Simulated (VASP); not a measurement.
# HfO2 (Fm-3m) in VASP: notebook

Runs on HfO2. Level: PBE. Tasks: single point.

Everything below comes from runs of VASP 6.6.1. Logs are shortened: lines on timing, memory, paths and dates and some standing lists are left out, and cuts for length are marked.

**1. The cell of the first run**

Symmetry: Fm-3m, No. 225, cubic system. Conventional cell: a = 4.931 Å, b = 4.931 Å, c = 4.931 Å, α = 90.00°, β = 90.00°, γ = 90.00°. Within 2.8 Å of Hf (site symmetry m-3m) lie 8 O at 2.14 Å. Within 2.8 Å of O (site symmetry -43m) lie 4 Hf at 2.14 Å and 6 O at 2.47 Å.

**2. Single point, PBE**

The input, INCAR:

```
SYSTEM = HfO2
ALGO = Normal
EDIFF = 1E-6
ENCUT = 600
GGA = PE
GGA_COMPAT = .False.
ISIF = 2
ISMEAR = 0
LASPH = .True.
LCHARG = .True.
LELF = .True.
LREAL = .False.
LVHAR = .True.
LWAVE = .False.
NBANDS = 18
NELM = 120
PREC = Accurate
SIGMA = 0.01
```

The input, KPOINTS:

```
k-points
0
Gamma
  4 4 4
  0 0 0
```

The input, POSCAR:

```
HfO2
1.0
    0.0000000000      2.4655750000      2.4655750000
    2.4655750000      0.0000000000      2.4655750000
    2.4655750000      2.4655750000      0.0000000000
Hf O
1 2
Direct
    0.0000000000      0.0000000000      0.0000000000
    0.2500000000      0.2500000000      0.2500000000
    0.7500000000      0.7500000000      0.7500000000
```

Potentials or basis: VASP PAW PBE potentials, release 64 (Hf_pv, O).

Started as:

```bash
$ cat potpaw_PBE.64/Hf_pv/POTCAR potpaw_PBE.64/O/POTCAR > POTCAR
$ mpirun -np 1 vasp_std > vasp.out
```

OUTCAR:

```text
SYSTEM = HfO2
   EDIFF = 1E-6
   ENCUT = 600
   GGA = PE
   ISIF = 2
   ISMEAR = 0
   LASPH = .True.
   LREAL = .False.
   NELM = 120
   PREC = Accurate

 ion  position               nearest neighbor table
   1  0.000  0.000  0.000-   2 2.14   3 2.14   3 2.14   3 2.14   3 2.14   2 2.14   2 2.14   2 2.14

   2  0.250  0.250  0.250-   1 2.14   1 2.14   1 2.14   1 2.14
   3  0.750  0.750  0.750-   1 2.14   1 2.14   1 2.14   1 2.14

  LATTYP: Found a face centered cubic cell.
 ALAT       =     4.9311500000

  Lattice vectors:

 A1 = (   0.0000000000,   2.4655750000,   2.4655750000)
 A2 = (   2.4655750000,   0.0000000000,   2.4655750000)
 A3 = (   2.4655750000,   2.4655750000,   0.0000000000)

Analysis of symmetry for initial positions (statically):
=====================================================================
 Subroutine PRICEL returns:
 Original cell was already a primitive cell.

 Routine SETGRP: Setting up the symmetry group for a
 face centered cubic supercell.

 Subroutine GETGRP returns: Found 48 space group operations
 (whereof 48 operations were pure point group operations)
 out of a pool of 48 trial point group operations.

The static configuration has the point symmetry O_h .

Analysis of symmetry for dynamics (positions and initial velocities):
=====================================================================
 Subroutine PRICEL returns:
 Original cell was already a primitive cell.

 Routine SETGRP: Setting up the symmetry group for a
 face centered cubic supercell.

 Subroutine GETGRP returns: Found 48 space group operations
 (whereof 48 operations were pure point group operations)
 out of a pool of 48 trial point group operations.

The dynamic configuration has the point symmetry O_h .

 Subroutine INISYM returns: Found 48 space group operations
 (whereof 48 operations are pure point group operations),
 and found     1 'primitive' translations

----------------------------------------------------------------------------------------

                                     Primitive cell

  volume of cell :      29.9768

  direct lattice vectors                    reciprocal lattice vectors
     0.000000000  2.465575000  2.465575000    -0.202792452  0.202792452  0.202792452
     2.465575000  0.000000000  2.465575000     0.202792452 -0.202792452  0.202792452
[... 68 lines left out ...]
   ENCUT  =  600.0 eV  44.10 Ry    6.64 a.u.   6.96  6.96  6.96*2*pi/ulx,y,z
   NELM   =    120;   NELMIN=  2; NELMDL= -5     # of ELM steps
   EDIFF  = 0.1E-05   stopping-criterion for ELM
   LREAL  =      F    real-space projection
   EDIFFG = 0.1E-04   stopping-criterion for IOM
   NSW    =      0    number of steps for IOM
   IBRION =     -1    ionic relax: 0-MD 1-quasi-New 2-CG
   NFREE  =      0    steps in history (QN), initial steepest desc. (CG)
   ISIF   =      2    stress and relaxation
   ISYM   =      2    0-nonsym 1-usesym 2-fastsym
   POTIM  = 0.5000    time-step for ionic-motion
   TEBEG  =    0.0;   TEEND  =   0.0 temperature during run
   PSTRESS=    0.0 pullay stress
   NELECT =      22.0000    total number of electrons
   NUPDOWN=      -1.0000    fix difference up-down
   EMIN   =  10.00;   EMAX   =-10.00  energy-range for DOS
   EFERMI =   0.00;   METHOD = LEGACY
   ISMEAR =     0;   SIGMA  =   0.01  broadening in eV -4-tet -1-fermi 0-gaus
   EFERMI_NEDOS =   21; number of points for ismear=-14 and -15
   IALGO  =     38    algorithm
   IMIX   =      4    mixing-type and parameters
     AMIX     =   0.40;   BMIX     =  1.00
     AMIX_MAG =   1.60;   BMIX_MAG =  1.00
  volume/ion in A,a.u.               =       9.99        67.43
  Fermi-wavevector in a.u.,A,eV,Ry     =   1.476684  2.790528 29.668796  2.180595
  Thomas-Fermi vector in A             =   2.591180
   LORBIT       =      0    0 simple, 1 ext, 2 COOP (PROOUT), +10 PAW based schemes
   GGA     = PE    functional components
   LHFCALC =     F    Hartree Fock is set to
   AEXX    =    0.0000 exact exchange contribution
   IVDW    =     0    specifies the selected vdW correction
   LEPSILON=     F    determine dielectric tensor
   LRPA    =     F    only Hartree local field effects (RPA)
 non-spin polarized calculation
 Gauss-broadening in eV      SIGMA  =   0.01
  energy-cutoff  :      600.00
  volume of cell :       29.98
 maximum number of plane-waves:      1008
   NGX = 13   NGY = 13   NGZ = 13

 number of electron      22.0000010 magnetization

 Free energy of the ion-electron system (eV)
  ---------------------------------------------------
  ext. energy  EPLUGINS =         0.00000000
  ---------------------------------------------------
  free energy    TOTEN  =       -30.05277073 eV

  energy without entropy =      -30.05277073  energy(sigma->0) =      -30.05277073

 E-fermi :   5.1741     XC(G=0): -12.2910

 val. band max:        5.0155317482   @ k =   0.5000   0.5000   0.0000
 cond. band min:       9.0422697491   @ k =   0.5000   0.5000   0.0000
 fundamental gap:      4.0267380009
 Fermi energy:         5.1740693892

 k-point     1 :       0.0000    0.0000    0.0000
  band No.  band energies     occupation
      1     -24.2938      2.00000
      2     -24.2938      2.00000
      3     -24.2938      2.00000
      4     -14.2533      2.00000
      5     -10.7884      2.00000
      6      -0.8616      2.00000
[... 145 lines left out ...]
      5     -11.9408      2.00000
      6      -0.6736      2.00000
[... 10 lines left out ...]
     17      18.5565      0.00000
     18      18.9751      0.00000

------------------------ aborting loop because EDIFF is reached ----------------------------------------

  FORCE on cell =-STRESS in cart. coord.  units (eV):
  Direction    XX          YY          ZZ          XY          YZ          ZX
  --------------------------------------------------------------------------------------
  -------------------------------------------------------------------------------------
  Total        4.7398331      4.7398331      4.7398331      0.0000000      0.0000000     -0.0000000
  in kB      253.3313763    253.3313763    253.3313763      0.0000000      0.0000000     -0.0000000
  external PRESSURE =     253.3313763 kB  Pullay stress =       0.0000000 kB

 VOLUME and BASIS-vectors are now :
 -----------------------------------------------------------------------------
  energy-cutoff  :      600.00
  volume of cell :       29.98
      direct lattice vectors                 reciprocal lattice vectors
     0.000000000  2.465575000  2.465575000    -0.202792452  0.202792452  0.202792452
     2.465575000  0.000000000  2.465575000     0.202792452 -0.202792452  0.202792452
     2.465575000  2.465575000  0.000000000     0.202792452  0.202792452 -0.202792452

 POSITION                                       TOTAL-FORCE (eV/Angst)
 -----------------------------------------------------------------------------------
      0.00000      0.00000      0.00000         0.000000      0.000000     -0.000000
      1.23279      1.23279      1.23279         0.000000      0.000000      0.000000
      3.69836      3.69836      3.69836        -0.000000     -0.000000     -0.000000
 -----------------------------------------------------------------------------------
    total drift:                                0.000000      0.000000      0.000000

  FREE ENERGIE OF THE ION-ELECTRON SYSTEM (eV)
  ---------------------------------------------------
  free  energy   TOTEN  =       -30.0527707268 eV

  energy  without entropy=      -30.0527707268  energy(sigma->0) =      -30.05277073
```

Wall time 9.8 s (1 thread of AMD EPYC 7R43 (Zen 3), shared host); peak memory 0.12 GiB.

Results:

```
Free energy            : -30.0528 eV
Pressure               : 25.3 GPa
Band gap on the k mesh : 4.03 eV, direct
```

Caveat: the k points lie up to 0.55 Å⁻¹ apart; spin-orbit coupling is left out, which moves the levels of the heavy elements. As with any semilocal functional, this PBE gap is likely too small.

**3. Single point, PBE**

The input, INCAR:

```
PREC = Accurate ; ENCUT = 600
EDIFF = 1E-6 ; ISMEAR = 0
SIGMA = 0.01 ; LREAL = False
LASPH = True ; NELM = 120
ALGO = Normal ; ISIF = 2
LWAVE = False ; LCHARG = False
GGA = PE ; NBANDS = 18
GGA_COMPAT = False
```

The input, KPOINTS:

```
regular mesh
0
Gamma
  4 4 4
```

POSCAR is that of step 2.

Potentials or basis: VASP PAW PBE potentials, release 64 (Hf_pv, O).

Started as:

```bash
$ cat potpaw_PBE.64/Hf_pv/POTCAR potpaw_PBE.64/O/POTCAR > POTCAR
$ mpirun -np 1 vasp_std > vasp.out
```

OUTCAR:

```text
PREC = Accurate
   ENCUT = 600
   EDIFF = 1E-6
   ISMEAR = 0
   LREAL = False
   LASPH = True
   NELM = 120
   ISIF = 2
   GGA = PE

 ion  position               nearest neighbor table
   1  0.000  0.000  0.000-   2 2.14   3 2.14   3 2.14   3 2.14   3 2.14   2 2.14   2 2.14   2 2.14

   2  0.250  0.250  0.250-   1 2.14   1 2.14   1 2.14   1 2.14
   3  0.750  0.750  0.750-   1 2.14   1 2.14   1 2.14   1 2.14

  LATTYP: Found a face centered cubic cell.
 ALAT       =     4.9311500000

  Lattice vectors:

 A1 = (   0.0000000000,   2.4655750000,   2.4655750000)
 A2 = (   2.4655750000,   0.0000000000,   2.4655750000)
 A3 = (   2.4655750000,   2.4655750000,   0.0000000000)

Analysis of symmetry for initial positions (statically):
=====================================================================
 Subroutine PRICEL returns:
 Original cell was already a primitive cell.

 Routine SETGRP: Setting up the symmetry group for a
 face centered cubic supercell.

 Subroutine GETGRP returns: Found 48 space group operations
 (whereof 48 operations were pure point group operations)
 out of a pool of 48 trial point group operations.

The static configuration has the point symmetry O_h .

Analysis of symmetry for dynamics (positions and initial velocities):
=====================================================================
 Subroutine PRICEL returns:
 Original cell was already a primitive cell.

 Routine SETGRP: Setting up the symmetry group for a
 face centered cubic supercell.

 Subroutine GETGRP returns: Found 48 space group operations
 (whereof 48 operations were pure point group operations)
 out of a pool of 48 trial point group operations.

The dynamic configuration has the point symmetry O_h .

 Subroutine INISYM returns: Found 48 space group operations
 (whereof 48 operations are pure point group operations),
[... 97 lines left out ...]
   EFERMI_NEDOS =   21; number of points for ismear=-14 and -15
   IALGO  =     38    algorithm
   IMIX   =      4    mixing-type and parameters
     AMIX     =   0.40;   BMIX     =  1.00
     AMIX_MAG =   1.60;   BMIX_MAG =  1.00
  volume/ion in A,a.u.               =       9.99        67.43
  Fermi-wavevector in a.u.,A,eV,Ry     =   1.476684  2.790528 29.668796  2.180595
  Thomas-Fermi vector in A             =   2.591180
   LORBIT       =      0    0 simple, 1 ext, 2 COOP (PROOUT), +10 PAW based schemes
   GGA     = PE    functional components
   LHFCALC =     F    Hartree Fock is set to
   AEXX    =    0.0000 exact exchange contribution
   IVDW    =     0    specifies the selected vdW correction
   LEPSILON=     F    determine dielectric tensor
   LRPA    =     F    only Hartree local field effects (RPA)
 non-spin polarized calculation
 Gauss-broadening in eV      SIGMA  =   0.01
  energy-cutoff  :      600.00
  volume of cell :       29.98
 maximum number of plane-waves:      1008
   NGX = 13   NGY = 13   NGZ = 13

 number of electron      22.0000010 magnetization

 Free energy of the ion-electron system (eV)
  ---------------------------------------------------
  ext. energy  EPLUGINS =         0.00000000
  ---------------------------------------------------
  free energy    TOTEN  =       -30.05277073 eV

  energy without entropy =      -30.05277073  energy(sigma->0) =      -30.05277073

 E-fermi :   5.1741     XC(G=0): -12.2910

 val. band max:        5.0155317482   @ k =   0.5000   0.5000   0.0000
 cond. band min:       9.0422697491   @ k =   0.5000   0.5000   0.0000
 fundamental gap:      4.0267380009
 Fermi energy:         5.1740693892

 k-point     1 :       0.0000    0.0000    0.0000
  band No.  band energies     occupation
      1     -24.2938      2.00000
      2     -24.2938      2.00000
      3     -24.2938      2.00000
      4     -14.2533      2.00000
      5     -10.7884      2.00000
      6      -0.8616      2.00000
[... 145 lines left out ...]
      5     -11.9408      2.00000
      6      -0.6736      2.00000
[... 10 lines left out ...]
     17      18.5565      0.00000
     18      18.9751      0.00000

------------------------ aborting loop because EDIFF is reached ----------------------------------------

  FORCE on cell =-STRESS in cart. coord.  units (eV):
  Direction    XX          YY          ZZ          XY          YZ          ZX
  --------------------------------------------------------------------------------------
  -------------------------------------------------------------------------------------
  Total        4.7398331      4.7398331      4.7398331      0.0000000      0.0000000     -0.0000000
  in kB      253.3313763    253.3313763    253.3313763      0.0000000      0.0000000     -0.0000000
  external PRESSURE =     253.3313763 kB  Pullay stress =       0.0000000 kB

 VOLUME and BASIS-vectors are now :
 -----------------------------------------------------------------------------
  energy-cutoff  :      600.00
  volume of cell :       29.98
      direct lattice vectors                 reciprocal lattice vectors
     0.000000000  2.465575000  2.465575000    -0.202792452  0.202792452  0.202792452
     2.465575000  0.000000000  2.465575000     0.202792452 -0.202792452  0.202792452
     2.465575000  2.465575000  0.000000000     0.202792452  0.202792452 -0.202792452

 POSITION                                       TOTAL-FORCE (eV/Angst)
 -----------------------------------------------------------------------------------
      0.00000      0.00000      0.00000         0.000000      0.000000     -0.000000
      1.23279      1.23279      1.23279         0.000000      0.000000      0.000000
      3.69836      3.69836      3.69836        -0.000000     -0.000000     -0.000000
 -----------------------------------------------------------------------------------
    total drift:                                0.000000      0.000000      0.000000

  FREE ENERGIE OF THE ION-ELECTRON SYSTEM (eV)
  ---------------------------------------------------
  free  energy   TOTEN  =       -30.0527707268 eV

  energy  without entropy=      -30.0527707268  energy(sigma->0) =      -30.05277073
```

OSZICAR:

```text
N       E                     dE             d eps       ncg     rms          rms(c)
DAV:   1     0.101132194988E+03    0.10113E+03   -0.13835E+04   288   0.135E+03
DAV:   2    -0.312863213166E+02   -0.13242E+03   -0.12902E+03   362   0.313E+02
DAV:   3    -0.356804420707E+02   -0.43941E+01   -0.43788E+01   338   0.489E+01
DAV:   4    -0.357050813654E+02   -0.24639E-01   -0.24630E-01   350   0.409E+00
DAV:   5    -0.357052077887E+02   -0.12642E-03   -0.12642E-03   330   0.276E-01    0.574E+01
DAV:   6    -0.301404446836E+02    0.55648E+01   -0.18974E+01   298   0.330E+01    0.476E+01
DAV:   7    -0.300759518971E+02    0.64493E-01   -0.61435E-01   332   0.662E+00    0.307E+01
DAV:   8    -0.300646656594E+02    0.11286E-01   -0.16355E-01   312   0.388E+00    0.782E+00
DAV:   9    -0.300527113262E+02    0.11954E-01   -0.44480E-02   312   0.169E+00    0.240E+00
DAV:  10    -0.300527145401E+02   -0.32139E-05   -0.26985E-03   312   0.409E-01    0.178E-01
DAV:  11    -0.300527644093E+02   -0.49869E-04   -0.13985E-04   344   0.107E-01    0.212E-01
DAV:  12    -0.300527699825E+02   -0.55732E-05   -0.28803E-05   322   0.374E-02    0.281E-02
DAV:  13    -0.300527707268E+02   -0.74424E-06   -0.12270E-06   290   0.912E-03
   1 F= -.30052771E+02 E0= -.30052771E+02  d E =-.184499-112
```

It took 8.5 s on 1 thread of AMD EPYC 7R43 (Zen 3), shared host; peak memory 0.12 GiB.

Results:

| Item | Value |
| --- | --- |
| Free energy | -30.0528 eV |
| Pressure | 25.3 GPa |
| Band gap on the k mesh | 4.03 eV, direct |

Levels at points of the mesh, in eV from the valence-band top:
```csv
k point,band 9,band 10,band 11,band 12,band 13,band 14
"(0.00, 0.00, 0.00)",-0.65,-0.65,-0.65,4.07,4.07,6.51
"(0.50, 0.00, 0.00)",-2.91,-1.92,-1.92,4.92,4.92,7.81
"(0.50, 0.50, 0.00)",-1.67,-1.67,0.00,4.03,5.96,7.43
```

Caveat: the k points lie up to 0.55 Å⁻¹ apart; spin-orbit coupling is left out, which moves the levels of the heavy elements.

**4. Single point, PBE**

This run uses another cell than the first one, of 9.39 Å³/atom, 0.940 times its volume.

The input, INCAR:

```
ALGO = Normal
EDIFF = 1E-6
ENCUT = 600
GGA = PE
GGA_COMPAT = False
ISIF = 2
ISMEAR = 0
LASPH = True
LCHARG = True
LELF = True
LREAL = False
LVHAR = True
LWAVE = False
NBANDS = 18
NELM = 120
PREC = Accurate
SIGMA = 0.01
```

The input, KPOINTS:

```
k-points
0
Gamma
  4 4 4
```

The input, POSCAR:

```
HfO2
1.0
    0.0000000000      2.4152430200      2.4152430200
    2.4152430200      0.0000000000      2.4152430200
    2.4152430200      2.4152430200      0.0000000000
Hf O
1 2
Direct
    0.0000000000      0.0000000000      0.0000000000
    0.2500000000      0.2500000000      0.2500000000
    0.7500000000      0.7500000000      0.7500000000
```

Started as:

```bash
$ cat potpaw_PBE.64/Hf_pv/POTCAR potpaw_PBE.64/O/POTCAR > POTCAR
$ mpirun -np 1 vasp_std > vasp.out
```

Run time: 10 s. Hardware: 1 thread of AMD EPYC 7R43 (Zen 3), shared host; peak memory 0.12 GiB.

Results (log left out):

- Free energy: -29.6298 eV
- Pressure: 50.2 GPa
- Band gap on the k mesh: 4.19 eV, direct

Levels at points of the mesh, in eV from the valence-band top:
| k point | band 7 | band 8 | band 9 | band 10 | band 11 | band 12 | band 13 | band 14 | band 15 | band 16 |
| --- | --- | --- | --- | --- | --- | --- | --- | --- | --- | --- |
| (0.00, 0.00, 0.00) | -6.31 | -6.31 | -0.68 | -0.68 | -0.68 | 4.20 | 4.20 | 7.01 | 12.38 | 12.38 |
| (0.50, 0.00, 0.00) | -5.13 | -3.25 | -3.05 | -1.98 | -1.98 | 5.14 | 5.14 | 8.46 | 9.53 | 11.04 |
| (0.50, 0.50, 0.00) | -3.76 | -3.76 | -1.79 | -1.79 | 0.00 | 4.19 | 6.30 | 8.07 | 9.51 | 9.51 |

Caveat: the k points lie up to 0.56 Å⁻¹ apart; spin-orbit coupling is left out, which moves the levels of the heavy elements. A k mesh can miss the band edges.
